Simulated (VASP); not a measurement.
# Al2Au (Fm-3m) in VASP: settings compared

Al2Au is run at these levels: LDA, PBEsol; tasks: single point.

Program: VASP 6.6.1. These are calculated values, not measurements. Logs are shortened: lines on timing, memory, paths and dates and some standing lists are left out, and cuts for length are marked.

## (1) The cell of the first run

The structure is cubic, space group Fm-3m (No. 225). Conventional cell: a = 6.079 Å, b = 6.079 Å, c = 6.079 Å, α = 90.00°, β = 90.00°, γ = 90.00°. Within 3.5 Å of Au (site symmetry m-3m) lie 8 Al at 2.63 Å. Al (site symmetry -43m) has 4 Au at 2.63 Å and 6 Al at 3.04 Å within 3.5 Å.

## (2) Single point, LDA (volume scaled by 1.04)

Contents of INCAR:

```
ALGO = Normal ; EDIFF = 1E-6
ENCUT = 520 ; ISIF = 2
ISMEAR = -1 ; LASPH = T
LCHARG = F ; LREAL = F
LWAVE = F ; NBANDS = 16
NELM = 80 ; PREC = Accurate
SIGMA = 0.05
```

Contents of KPOINTS:

```
k-points
0
Gamma
  8 8 8
```

Contents of POSCAR:

```
Al2Au
1.0
    0.0000000000      3.0394782115      3.0394782115
    3.0394782115      0.0000000000      3.0394782115
    3.0394782115      3.0394782115      0.0000000000
Au Al
1 2
Direct
    0.0000000000      0.0000000000      0.0000000000
    0.7500000000      0.7500000000      0.7500000000
    0.2500000000      0.2500000000      0.2500000000
```

Potentials or basis: VASP PAW LDA potentials, release 64 (Au, Al).

The run is started by

```bash
cat potpaw_LDA.64/Au/POTCAR potpaw_LDA.64/Al/POTCAR > POTCAR
mpirun -np 1 vasp_std > vasp.out
```

OUTCAR:

```text
EDIFF = 1E-6
   ENCUT = 520
   ISIF = 2
   ISMEAR = -1
   LASPH = T
   LREAL = F
   NELM = 80
   PREC = Accurate

 ion  position               nearest neighbor table
   1  0.000  0.000  0.000-   2 2.63   2 2.63   2 2.63   3 2.63   3 2.63   3 2.63   3 2.63   2 2.63

   2  0.750  0.750  0.750-   1 2.63   1 2.63   1 2.63   1 2.63   3 3.04   3 3.04   3 3.04   3 3.04
                             3 3.04   3 3.04
   3  0.250  0.250  0.250-   1 2.63   1 2.63   1 2.63   1 2.63   2 3.04   2 3.04   2 3.04   2 3.04
                             2 3.04   2 3.04

  LATTYP: Found a face centered cubic cell.
 ALAT       =     6.0789564230

  Lattice vectors:

 A1 = (   0.0000000000,   3.0394782115,   3.0394782115)
 A2 = (   3.0394782115,   0.0000000000,   3.0394782115)
 A3 = (   3.0394782115,   3.0394782115,   0.0000000000)

Analysis of symmetry for initial positions (statically):
=====================================================================
 Subroutine PRICEL returns:
 Original cell was already a primitive cell.

 Routine SETGRP: Setting up the symmetry group for a
 face centered cubic supercell.

 Subroutine GETGRP returns: Found 48 space group operations
 (whereof 48 operations were pure point group operations)
 out of a pool of 48 trial point group operations.

The static configuration has the point symmetry O_h .

Analysis of symmetry for dynamics (positions and initial velocities):
=====================================================================
 Subroutine PRICEL returns:
 Original cell was already a primitive cell.

 Routine SETGRP: Setting up the symmetry group for a
 face centered cubic supercell.

 Subroutine GETGRP returns: Found 48 space group operations
 (whereof 48 operations were pure point group operations)
 out of a pool of 48 trial point group operations.

The dynamic configuration has the point symmetry O_h .

 Subroutine INISYM returns: Found 48 space group operations
 (whereof 48 operations are pure point group operations),
 and found     1 'primitive' translations

----------------------------------------------------------------------------------------

                                     Primitive cell

  volume of cell :      56.1600

  direct lattice vectors                    reciprocal lattice vectors
     0.000000000  3.039478212  3.039478212    -0.164501919  0.164501919  0.164501919
     3.039478212  0.000000000  3.039478212     0.164501919 -0.164501919  0.164501919
     3.039478212  3.039478212  0.000000000     0.164501919  0.164501919 -0.164501919

  length of vectors
     4.298471309  4.298471309  4.298471309     0.284925682  0.284925682  0.284925682

  position of ions in fractional coordinates (direct lattice)
     0.000000000  0.000000000  0.000000000
     0.750000000  0.750000000  0.750000000
     0.250000000  0.250000000  0.250000000

  ion indices of the primitive-cell ions
   primitive index   ion index
                 1           1
                 2           2
                 3           3

----------------------------------------------------------------------------------------

 KPOINTS: k-points

Automatic generation of k-mesh.
 Grid dimensions read from file:
 generate k-points for:    8    8    8

 Generating k-lattice:

  Cartesian coordinates                     Fractional coordinates (reciprocal lattice)
    -0.020562740  0.020562740  0.020562740     0.125000000  0.000000000  0.000000000
     0.020562740 -0.020562740  0.020562740     0.000000000  0.125000000  0.000000000
     0.020562740  0.020562740 -0.020562740     0.000000000  0.000000000  0.125000000

  Length of vectors
     0.035615710  0.035615710  0.035615710

  Shift w.r.t. Gamma in fractional coordinates (k-lattice)
     0.000000000  0.000000000  0.000000000

 Subroutine IBZKPT returns following result:
 ===========================================

 Found     29 irreducible k-points:

 Following reciprocal coordinates:
            Coordinates               Weight
  0.000000  0.000000  0.000000      1.000000
  0.125000  0.000000  0.000000      8.000000
  0.250000  0.000000  0.000000      8.000000
  0.375000  0.000000  0.000000      8.000000
  0.500000  0.000000  0.000000      4.000000
  0.125000  0.125000  0.000000      6.000000
[... 16 lines left out ...]
  0.500000  0.250000  0.125000     48.000000
 -0.375000  0.250000  0.125000     24.000000
 [... further k-points ...]
   k-points           NKPTS =     29   k-points in BZ     NKDIM =     29   number of bands    NBANDS=     16
   number of dos      NEDOS =    301   number of ions     NIONS =      3
   total plane-waves  NPLWV =  32768
   dimension x,y,z NGX =    32 NGY =   32 NGZ =   32
   dimension x,y,z NGXF=    64 NGYF=   64 NGZF=   64
   ions per type =               1   2
   NGX,Y,Z   is equivalent  to a cutoff of  12.38, 12.38, 12.38 a.u.
   NGXF,Y,Z  is equivalent  to a cutoff of  24.75, 24.75, 24.75 a.u.
 SYSTEM =  unknown system
   PREC   = accura    normal or accurate (medium, high low for compatibility)
   ISTART =      0    job   : 0-new  1-cont  2-samecut
   ICHARG =      2    charge: 1-file 2-atom 10-const
   ISPIN  =      1    spin polarized calculation?
   LNONCOLLINEAR =      F non collinear calculations
   LSORBIT =      F    spin-orbit coupling
   LASPH  =      T    aspherical Exc in radial PAW
   ENCUT  =  520.0 eV  38.22 Ry    6.18 a.u.   7.99  7.99  7.99*2*pi/ulx,y,z
   NELM   =     80;   NELMIN=  2; NELMDL= -5     # of ELM steps
   EDIFF  = 0.1E-05   stopping-criterion for ELM
   LREAL  =      F    real-space projection
   EDIFFG = 0.1E-04   stopping-criterion for IOM
   NSW    =      0    number of steps for IOM
   IBRION =     -1    ionic relax: 0-MD 1-quasi-New 2-CG
   NFREE  =      0    steps in history (QN), initial steepest desc. (CG)
   ISIF   =      2    stress and relaxation
   ISYM   =      2    0-nonsym 1-usesym 2-fastsym
   POTIM  = 0.5000    time-step for ionic-motion
   TEBEG  =    0.0;   TEEND  =   0.0 temperature during run
   PSTRESS=    0.0 pullay stress
   NELECT =      17.0000    total number of electrons
   NUPDOWN=      -1.0000    fix difference up-down
   EMIN   =  10.00;   EMAX   =-10.00  energy-range for DOS
   EFERMI =   0.00;   METHOD = LEGACY
   ISMEAR =    -1;   SIGMA  =   0.05  broadening in eV -4-tet -1-fermi 0-gaus
   EFERMI_NEDOS =   21; number of points for ismear=-14 and -15
   IALGO  =     38    algorithm
   IMIX   =      4    mixing-type and parameters
     AMIX     =   0.40;   BMIX     =  1.00
     AMIX_MAG =   1.60;   BMIX_MAG =  1.00
  volume/ion in A,a.u.               =      18.72       126.33
  Fermi-wavevector in a.u.,A,eV,Ry     =   1.099214  2.077213 16.439520  1.208271
  Thomas-Fermi vector in A             =   2.235604
   LORBIT       =      0    0 simple, 1 ext, 2 COOP (PROOUT), +10 PAW based schemes
   GGA     = CA    functional components
   LHFCALC =     F    Hartree Fock is set to
   AEXX    =    0.0000 exact exchange contribution
   IVDW    =     0    specifies the selected vdW correction
   LEPSILON=     F    determine dielectric tensor
   LRPA    =     F    only Hartree local field effects (RPA)
 non-spin polarized calculation
  energy-cutoff  :      520.00
  volume of cell :       56.16
 maximum number of plane-waves:      1540
   NGX = 15   NGY = 15   NGZ = 15

 number of electron      17.0000002 magnetization

 Free energy of the ion-electron system (eV)
  ---------------------------------------------------
  ext. energy  EPLUGINS =         0.00000000
  ---------------------------------------------------
  free energy    TOTEN  =       -14.23341712 eV

  energy without entropy =      -14.22368008  energy(sigma->0) =      -14.22854860

 E-fermi :   7.1394     XC(G=0): -10.5470

 val. band max:        7.1313051062   @ k =   0.3750   0.1250   0.0000
 cond. band min:       7.5208289012   @ k =   0.3750   0.2500   0.1250
 fundamental gap:      0.3895237951
 Fermi energy:         7.1394233878

 k-point     1 :       0.0000    0.0000    0.0000
  band No.  band energies     occupation
      1      -3.1137      2.00000
      2       0.7366      2.00000
      3       0.7366      2.00000
      4       0.7366      2.00000
      5       1.6601      2.00000
      6       1.6601      2.00000
[... 8 lines left out ...]
     15      12.7358      0.00000
     16      12.7358      0.00000

 k-point     2 :       0.1250    0.0000    0.0000
  band No.  band energies     occupation
      1      -2.9159      2.00000
      2       0.6707      2.00000
      3       0.7840      2.00000
      4       0.7840      2.00000
      5       1.6511      2.00000
      6       1.6511      2.00000
[... 8 lines left out ...]
     15      12.4155      0.00000
     16      12.4435      0.00000

 k-point     3 :       0.2500    0.0000    0.0000
  band No.  band energies     occupation
      1      -2.3507      2.00000
      2       0.5431      2.00000
      3       0.8851      2.00000
      4       0.8851      2.00000
      5       1.6569      2.00000
      6       1.6569      2.00000
[... 8 lines left out ...]
     15      13.3587      0.00000
     16      13.3587      0.00000

 k-point     4 :       0.3750    0.0000    0.0000
  band No.  band energies     occupation
      1      -1.5693      2.00000
      2       0.5499      2.00000
      3       0.9542      2.00000
      4       0.9542      2.00000
      5       1.7186      2.00000
      6       1.7186      2.00000
[... 8 lines left out ...]
     15      14.8722      0.00000
     16      14.8927      0.00000

 k-point     5 :       0.5000    0.0000    0.0000
  band No.  band energies     occupation
      1      -1.1277      2.00000
      2       0.8641      2.00000
      3       0.9707      2.00000
      4       0.9707      2.00000
      5       1.7650      2.00000
      6       1.7650      2.00000
[... 8 lines left out ...]
     15      15.8406      0.00000
     16      16.6327      0.00000

 k-point     6 :       0.1250    0.1250    0.0000
  band No.  band energies     occupation
      1      -2.8484      2.00000
      2       0.6244      2.00000
      3       0.8157      2.00000
      4       0.8157      2.00000
      5       1.5893      2.00000
      6       1.6994      2.00000
[... 8 lines left out ...]
     15      13.0852      0.00000
     16      13.0852      0.00000

 k-point     7 :       0.2500    0.1250    0.0000
  band No.  band energies     occupation
      1      -2.3984      2.00000
      2       0.4986      2.00000
      3       0.9153      2.00000
      4       0.9177      2.00000
      5       1.5395      2.00000
      6       1.7343      2.00000
[... 8 lines left out ...]
     15      14.1633      0.00000
     16      14.1932      0.00000

 k-point     8 :       0.3750    0.1250    0.0000
  band No.  band energies     occupation
      1      -1.6539      2.00000
      2       0.4203      2.00000
      3       0.9957      2.00000
      4       1.0073      2.00000
      5       1.6029      2.00000
      6       1.7763      2.00000
[... 8 lines left out ...]
     15      15.5908      0.00000
     16      15.6576      0.00000

 k-point     9 :       0.5000    0.1250    0.0000
  band No.  band energies     occupation
      1      -1.0044      2.00000
      2       0.5829      2.00000
      3       1.0424      2.00000
      4       1.0644      2.00000
      5       1.7745      2.00000
      6       1.7837      2.00000
[... 8 lines left out ...]
     15      16.0256      0.00000
     16      16.6901      0.00000
[... 172 lines left out ...]
 k-point    19 :       0.5000    0.3750    0.0000
  band No.  band energies     occupation
      1      -0.0908      2.00000
      2       0.1166      2.00000
      3       0.9597      2.00000
      4       1.4198      2.00000
      5       1.7093      2.00000
      6       1.8809      2.00000
[... 8 lines left out ...]
     15      16.6614      0.00000
     16      17.3330      0.00000

 k-point    20 :      -0.3750    0.3750    0.0000
  band No.  band energies     occupation
      1      -0.0477      2.00000
      2       0.5205      2.00000
      3       0.7785      2.00000
      4       1.3909      2.00000
      5       1.7111      2.00000
      6       1.7510      2.00000
[... 8 lines left out ...]
     15      15.9698      0.00000
     16      16.8869      0.00000

 k-point    21 :       0.5000    0.5000    0.0000
  band No.  band energies     occupation
      1       0.0380      2.00000
      2       0.2956      2.00000
      3       1.0436      2.00000
      4       1.4928      2.00000
      5       1.4928      2.00000
      6       1.9386      2.00000
[... 8 lines left out ...]
     15      17.0381      0.00000
     16      17.3424      0.00000

 k-point    22 :       0.3750    0.2500    0.1250
  band No.  band energies     occupation
      1      -1.8409      2.00000
      2       0.3747      2.00000
      3       0.9995      2.00000
      4       1.0479      2.00000
      5       1.5034      2.00000
      6       1.7870      2.00000
[... 8 lines left out ...]
     15      14.3825      0.00000
     16      15.8876      0.00000

 k-point    23 :       0.5000    0.2500    0.1250
  band No.  band energies     occupation
      1      -1.0571      2.00000
      2       0.3344      2.00000
      3       1.0242      2.00000
      4       1.1595      2.00000
      5       1.6251      2.00000
      6       1.7759      2.00000
[... 8 lines left out ...]
     15      15.4469      0.00000
     16      16.4466      0.00000

 k-point    24 :      -0.3750    0.2500    0.1250
  band No.  band energies     occupation
      1      -0.6136      2.00000
      2       0.4583      2.00000
      3       1.1021      2.00000
      4       1.1877      2.00000
      5       1.5793      2.00000
      6       1.8230      2.00000
[... 8 lines left out ...]
     15      14.4517      0.00000
     16      17.0302      0.00000

 [... further k-points ...]
[... 5 lines left out ...]
  --------------------------------------------------------------------------------------
  -------------------------------------------------------------------------------------
  Total       -2.1992850     -2.1992850     -2.1992850     -0.0000000     -0.0000000      0.0000000
  in kB      -62.7429582    -62.7429582    -62.7429582     -0.0000000     -0.0000000      0.0000000
  external PRESSURE =     -62.7429582 kB  Pullay stress =       0.0000000 kB

 VOLUME and BASIS-vectors are now :
 -----------------------------------------------------------------------------
  energy-cutoff  :      520.00
  volume of cell :       56.16
      direct lattice vectors                 reciprocal lattice vectors
     0.000000000  3.039478212  3.039478212    -0.164501919  0.164501919  0.164501919
     3.039478212  0.000000000  3.039478212     0.164501919 -0.164501919  0.164501919
     3.039478212  3.039478212  0.000000000     0.164501919  0.164501919 -0.164501919

 POSITION                                       TOTAL-FORCE (eV/Angst)
 -----------------------------------------------------------------------------------
      0.00000      0.00000      0.00000         0.000000     -0.000000      0.000000
      4.55922      4.55922      4.55922        -0.000000     -0.000000      0.000000
      1.51974      1.51974      1.51974         0.000000      0.000000     -0.000000
 -----------------------------------------------------------------------------------
    total drift:                                0.000000     -0.000000      0.000000

  FREE ENERGIE OF THE ION-ELECTRON SYSTEM (eV)
  ---------------------------------------------------
  free  energy   TOTEN  =       -14.2334171206 eV

  energy  without entropy=      -14.2236800850  energy(sigma->0) =      -14.22854860
```

Wall time 9.8 s (1 thread of AMD EPYC 9R45 (Zen 5), shared host); peak memory 0.14 GiB.

Results:

| Quantity | Value |
| --- | --- |
| Free energy | -14.2334 eV |
| Pressure | -6.3 GPa |

Caveat: spin-orbit coupling is left out, which moves the levels of the heavy elements.

(Continued in part 2 of 2.)
